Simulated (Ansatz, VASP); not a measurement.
# One calculation of AgI, two programs

```
Ag I
1.0
     0.00000    3.22610    3.22610
     3.22610    0.00000    3.22610
     3.22610    3.22610    0.00000
Ag I
1 1
Direct
  0.00000 0.00000 0.00000
  0.25000 0.25000 0.25000
```

Alike in both runs: functional PBEsol; k mesh 12 × 12 × 12; occupations fermi-dirac, width 0.05 eV; no spin polarisation.

Ansatz relaxed the structure, and its values are those at the end. VASP's run is a single point on that final structure, the one shown.

|  | VASP | Ansatz |
| --- | --- | --- |
| version | VASP 6.6.1 | Ansatz 0.2.0 |
| potentials or method | VASP PAW PBE potentials, release 64 (Ag, I) | PAW with Ansatz's default frozen-core files, scalar-relativistic |
| plane-wave cutoff (eV) | 500 | 420 |
| valence electrons in the cell | 18 | 36 |

|  | VASP | Ansatz | Ansatz less VASP |
| --- | --- | --- | --- |
| pressure (GPa) | -0.1 | 0.0 | +0.03 |

VASP's potentials were made for PBE, not for PBEsol. VASP's potentials hold 18 valence electrons a cell and Ansatz's 36, so a difference there can come from the potentials and not from the codes.

Neither program's run includes spin-orbit coupling.
